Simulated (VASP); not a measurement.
# Hf (Fm-3m) in VASP: settings compared, part 2 of 2

VASP 6.6.1. Earlier steps stand in the parts before.

### Step 4. Electric field gradients, r2SCAN

POSCAR

```
Hf
1.0
    0.0000000000      2.2200000000      2.2200000000
    2.2200000000      0.0000000000      2.2200000000
    2.2200000000      2.2200000000      0.0000000000
Hf
1
Direct
    0.0000000000      0.0000000000      0.0000000000
```

INCAR.step1

```
PREC = Accurate
ENCUT = 520
ISMEAR = -1
SIGMA = 0.03
LREAL = F
LASPH = T
NELM = 80
NBANDS = 11
GGA = PE
ALGO = Normal
EDIFF = 1E-4
LWAVE = T
LCHARG = F
```

INCAR.step2

```
PREC = Accurate
ENCUT = 520
EDIFF = 1E-8
ISMEAR = -1
SIGMA = 0.03
LREAL = F
LASPH = T
NELM = 80
ALGO = Normal
ISIF = 2
LWAVE = F
LCHARG = F
METAGGA = R2SCAN
LMIXTAU = T
LEFG = T
NBANDS = 11
ISTART = 1
```

KPOINTS

```
Automatic mesh
0
Gamma
  16 16 16
```

Potentials or basis: VASP PAW PBE potentials, release 64 (Hf_pv).

Command:

```console
$ cat potpaw_PBE.64/Hf_pv/POTCAR > POTCAR
$ cp INCAR.step1 INCAR
$ mpirun -np 1 vasp_std > vasp.out
$ cp INCAR.step2 INCAR
$ mpirun -np 1 vasp_std > vasp.out
```

OUTCAR:

```text
PREC = Accurate
   ENCUT = 520
   EDIFF = 1E-8
   ISMEAR = -1
   LREAL = F
   LASPH = T
   NELM = 80
   ISIF = 2
   METAGGA = R2SCAN
   ISTART = 1

 ion  position               nearest neighbor table
   1  0.000  0.000  0.000-

  LATTYP: Found a face centered cubic cell.
 ALAT       =     4.4400000000

  Lattice vectors:

 A1 = (   0.0000000000,   2.2200000000,   2.2200000000)
 A2 = (   2.2200000000,   0.0000000000,   2.2200000000)
 A3 = (   2.2200000000,   2.2200000000,   0.0000000000)

Analysis of symmetry for initial positions (statically):
=====================================================================
 Subroutine PRICEL returns:
 Original cell was already a primitive cell.

 Routine SETGRP: Setting up the symmetry group for a
 face centered cubic supercell.

 Subroutine GETGRP returns: Found 48 space group operations
 (whereof 48 operations were pure point group operations)
 out of a pool of 48 trial point group operations.

The static configuration has the point symmetry O_h .

Analysis of symmetry for dynamics (positions and initial velocities):
=====================================================================
 Subroutine PRICEL returns:
 Original cell was already a primitive cell.

 Routine SETGRP: Setting up the symmetry group for a
 face centered cubic supercell.

 Subroutine GETGRP returns: Found 48 space group operations
 (whereof 48 operations were pure point group operations)
 out of a pool of 48 trial point group operations.

The dynamic configuration has the point symmetry O_h .

[... 148 lines left out ...]
 Fermi energy:         4.7565904073

 k-point     1 :       0.0000    0.0000    0.0000
  band No.  band energies     occupation
      1     -26.2702      2.00000
      2     -26.2702      2.00000
      3     -26.2702      2.00000
      4      -2.8682      2.00000
      5       6.3753      0.00000
      6       6.3753      0.00000
      7       6.3753      0.00000
      8       9.4515      0.00000
      9       9.4515      0.00000
     10      16.6727      0.00000
     11      16.8311      0.00000
[... 309 lines left out ...]
 k-point    24 :      -0.0625    0.0625    0.0000
  band No.  band energies     occupation
      1     -26.3588      2.00000
      2     -26.2955      2.00000
      3     -26.2762      2.00000
      4      -2.4847      2.00000
      5       5.9660      0.00000
      6       6.5531      0.00000
      7       6.5653      0.00000
      8       9.0776      0.00000
      9       9.4332      0.00000
     10      16.8311      0.00000
     11      17.5285      0.00000

 [... further k-points ...]
[... 5 lines left out ...]
  --------------------------------------------------------------------------------------
  -------------------------------------------------------------------------------------
  Total        0.3163537      0.3163537      0.3163537     -0.0000000     -0.0000000      0.0000000
  in kB       23.1629854     23.1629854     23.1629854     -0.0000000     -0.0000000      0.0000000
  external PRESSURE =      23.1629854 kB  Pullay stress =       0.0000000 kB

 VOLUME and BASIS-vectors are now :
 -----------------------------------------------------------------------------
  energy-cutoff  :      520.00
  volume of cell :       21.88
      direct lattice vectors                 reciprocal lattice vectors
     0.000000000  2.220000000  2.220000000    -0.225225225  0.225225225  0.225225225
     2.220000000  0.000000000  2.220000000     0.225225225 -0.225225225  0.225225225
     2.220000000  2.220000000  0.000000000     0.225225225  0.225225225 -0.225225225

 POSITION                                       TOTAL-FORCE (eV/Angst)
 -----------------------------------------------------------------------------------
      0.00000      0.00000      0.00000        -0.000000      0.000000     -0.000000
 -----------------------------------------------------------------------------------
    total drift:                               -0.000000      0.000000     -0.000000

  FREE ENERGIE OF THE ION-ELECTRON SYSTEM (eV)
  ---------------------------------------------------
  free  energy   TOTEN  =       -45.0625685322 eV

  energy  without entropy=      -45.0574872675  energy(sigma->0) =      -45.06002790

 Electric field gradients (V/A^2)
---------------------------------------------------------------------
 ion       V_xx      V_yy      V_zz      V_xy      V_xz      V_yz
---------------------------------------------------------------------
   1       0.000     0.000    -0.000    -0.000    -0.000    -0.000
---------------------------------------------------------------------

 Electric field gradients after diagonalization (V/A^2)
 (convention: |V_zz| > |V_xx| > |V_yy|)
----------------------------------------------------------------------
 ion       V_xx      V_yy      V_zz     asymmetry (V_yy - V_xx)/ V_zz
----------------------------------------------------------------------
   1       0.000     0.000    -0.001       0.000
----------------------------------------------------------------------

           NMR quadrupolar parameters

 Cq : quadrupolar parameter    Cq=e*Q*V_zz/h
 eta: asymmetry parameters     (V_yy - V_xx)/ V_zz
 Q  : nuclear electric quadrupole moment in mb (millibarn)
----------------------------------------------------------------------
 ion       Cq(MHz)       eta       Q (mb)
----------------------------------------------------------------------
   1      -0.000       0.000       1.000
----------------------------------------------------------------------
```

OSZICAR.step1:

```text
N       E                     dE             d eps       ncg     rms          rms(c)
DAV:   1     0.131935360129E+02    0.13194E+02   -0.57077E+03  3238   0.840E+02
DAV:   2    -0.972634596955E+01   -0.22920E+02   -0.22212E+02  3958   0.157E+02
DAV:   3    -0.101718657546E+02   -0.44552E+00   -0.44022E+00  4038   0.150E+01
DAV:   4    -0.101735121144E+02   -0.16464E-02   -0.16458E-02  3688   0.110E+00
DAV:   5    -0.101735207077E+02   -0.85933E-05   -0.85929E-05  4074   0.704E-02    0.464E+01
DAV:   6    -0.993260309716E+01    0.24092E+00   -0.20184E-01  3601   0.339E+00    0.276E+01
DAV:   7    -0.985229404839E+01    0.80309E-01   -0.31398E-01  3730   0.410E+00    0.126E+00
DAV:   8    -0.984817253616E+01    0.41215E-02   -0.24652E-02  3571   0.109E+00    0.158E-01
DAV:   9    -0.984822358727E+01   -0.51051E-04   -0.44169E-04  3761   0.163E-01
   1 F= -.98482236E+01 E0= -.98453534E+01  d E =-.574030E-02
```

Run time: 46 s. Hardware: 1 thread of Intel Xeon 6975P-C (Granite Rapids), shared host; peak memory 0.16 GiB.

Results:

| Item | Value |
| --- | --- |
| Free energy | -45.0626 eV |
| Pressure | 2.3 GPa |
| Band gap on the k mesh | zero (band 5 reaches 6.38 eV, above the bottom of band 6 at 4.32 eV) |

Caveat: without QUAD_EFG the Cq values of the log hold for a quadrupole moment of 1 mb, not for the nuclei; the PAW data sets were made with another functional, which shifts forces and pressure a little; spin-orbit coupling is left out, which moves the levels of the heavy elements.

### Step 5. Electric field gradients, PBE, non-collinear spin, zero start, spin-orbit coupling

INCAR

```
PREC     = Accurate       # precision mode
ENCUT    = 520            # plane-wave cutoff, eV
EDIFF    = 1E-8           # SCF threshold, eV
ISMEAR   = -1             # smearing method
SIGMA    = 0.03           # smearing width, eV
LREAL    = F              # projectors in reciprocal space
LASPH    = T              # aspherical terms in the spheres
NELM     = 150            # most SCF steps
ALGO     = Normal         # electronic algorithm
ISIF     = 2              # what is computed and relaxed
LWAVE    = F              # write WAVECAR
LCHARG   = F              # write CHGCAR
MAGMOM   = 0 0 0          # initial moments
LORBIT   = 11             # projections on sites
LSORBIT  = T              # spin-orbit coupling
GGA_COMPAT= F            
LORBMOM  = T            
LMAXMIX  = 4              # l up to which the mixer works
GGA      = PE             # functional
LEFG     = T            
NBANDS   = 21             # bands
```

KPOINTS is that of step 4.

POSCAR is that of step 4.

Potentials or basis: VASP PAW PBE potentials, release 64 (Hf_pv).

Command:

```console
$ cat potpaw_PBE.64/Hf_pv/POTCAR > POTCAR
$ mpirun -np 1 vasp_ncl > vasp.out
```

OUTCAR:

```text
PREC = Accurate
   ENCUT = 520
   EDIFF = 1E-8
   ISMEAR = -1
   LREAL = F
   LASPH = T
   NELM = 150
   ISIF = 2
   LORBIT = 11
   LSORBIT = T
   GGA = PE

 ion  position               nearest neighbor table
   1  0.000  0.000  0.000-

  LATTYP: Found a face centered cubic cell.
 ALAT       =     4.4400000000

  Lattice vectors:

 A1 = (   0.0000000000,   2.2200000000,   2.2200000000)
 A2 = (   2.2200000000,   0.0000000000,   2.2200000000)
 A3 = (   2.2200000000,   2.2200000000,   0.0000000000)

Analysis of symmetry for initial positions (statically):
=====================================================================
 Subroutine PRICEL returns:
 Original cell was already a primitive cell.

 Routine SETGRP: Setting up the symmetry group for a
 face centered cubic supercell.

 Subroutine GETGRP returns: Found 48 space group operations
 (whereof 48 operations were pure point group operations)
 out of a pool of 48 trial point group operations.

The static configuration has the point symmetry O_h .

Analysis of symmetry for dynamics (positions and initial velocities):
=====================================================================
 Subroutine PRICEL returns:
 Original cell was already a primitive cell.

 Routine SETGRP: Setting up the symmetry group for a
 face centered cubic supercell.

[... 807 lines left out ...]

 orbital moment (x)

 # of ion     p       d       tot
 ----------------------------------------
  1        -0.000  -0.000  -0.000
 ----------------------------------------
           -0.000  -0.000  -0.000

 orbital moment (y)

 # of ion     p       d       tot
 ----------------------------------------
  1         0.000   0.000   0.000
 ----------------------------------------
            0.000   0.000   0.000

 orbital moment (z)

 # of ion     p       d       tot
 ----------------------------------------
  1         0.000   0.000   0.000
 ----------------------------------------
            0.000   0.000   0.000

 Spin-Orbit-Coupling matrix elements

 Ion:    1  E_soc:     -1.3609903
 l=   1
     0.0000000    -0.2188711    -0.2188711
    -0.2188711     0.0000000    -0.2188711
    -0.2188711    -0.2188711     0.0000000
 l=   2
     0.0000000    -0.0017546     0.0000000    -0.0017546    -0.0062060
    -0.0017546     0.0000000    -0.0046545    -0.0017546    -0.0015515
     0.0000000    -0.0046545     0.0000000    -0.0046545     0.0000000
    -0.0017546    -0.0017546    -0.0046545     0.0000000    -0.0015515
    -0.0062060    -0.0015515     0.0000000    -0.0015515     0.0000000
 l=   3
     0.0000000     0.0000000     0.0000000     0.0000000     0.0000000     0.0000000     0.0000000
     0.0000000     0.0000000     0.0000000     0.0000000     0.0000000     0.0000000     0.0000000
     0.0000000     0.0000000     0.0000000     0.0000000     0.0000000     0.0000000     0.0000000
     0.0000000     0.0000000     0.0000000     0.0000000     0.0000000     0.0000000     0.0000000
     0.0000000     0.0000000     0.0000000     0.0000000     0.0000000     0.0000000     0.0000000
     0.0000000     0.0000000     0.0000000     0.0000000     0.0000000     0.0000000     0.0000000
     0.0000000     0.0000000     0.0000000     0.0000000     0.0000000     0.0000000     0.0000000

 total charge

# of ion       s       p       d       tot
------------------------------------------
    1        0.394   6.442   1.594   8.430

 magnetization (x)

# of ion       s       p       d       tot
------------------------------------------
    1       -0.000   0.000   0.000   0.000

 magnetization (y)

# of ion       s       p       d       tot
------------------------------------------
    1       -0.000   0.000   0.000   0.000

 magnetization (z)

# of ion       s       p       d       tot
------------------------------------------
    1        0.000   0.000   0.000   0.000
```

Run time: 49 s. Hardware: 1 thread of Intel Xeon 6975P-C (Granite Rapids), shared host; peak memory 0.25 GiB.

Results:

- Free energy: -10.5347 eV
- Pressure: 2.2 GPa
- Net moment: 0.00 μB per cell
- Valence electrons inside the program's atomic spheres: Hf 8.43

Moments on the atoms (μB; x, y, z):
```
Hf  0.00 0.00 0.00
```

Caveat: without QUAD_EFG the Cq values of the log hold for a quadrupole moment of 1 mb, not for the nuclei.

### Step 6. Overview

```csv
level,potentials or basis,spin,cell,gap on the mesh (eV),pressure (GPa)
LDA,"VASP PAW LDA potentials, release 64 (Hf_pv)",off,"a = 3.140 Å, angles 60.0°, 1 atom",none,-5.8
PBEsol,"VASP PAW PBE potentials, release 64 (Hf_pv)",off,"a = 3.181 Å, angles 60.0°, 1 atom",none,-5.7
r2SCAN,"VASP PAW PBE potentials, release 64 (Hf_pv)",off,"a = 3.140 Å, angles 60.0°, 1 atom",none,2.3
PBE,"VASP PAW PBE potentials, release 64 (Hf_pv)","non-collinear, zero start, SOC","a = 3.140 Å, angles 60.0°, 1 atom",-,2.2
```

Alike in all rows: task electric field gradients; k mesh 16 × 16 × 16; cutoff (eV) 520; smearing fermi-dirac 0.03 eV.

Caveats: spin-orbit coupling is left out, which moves the levels of the heavy elements (some runs); the PAW data sets were made with another functional, which shifts forces and pressure a little (some runs).

Total energies depend on the potentials used, so only differences within one code and one set of settings carry meaning.
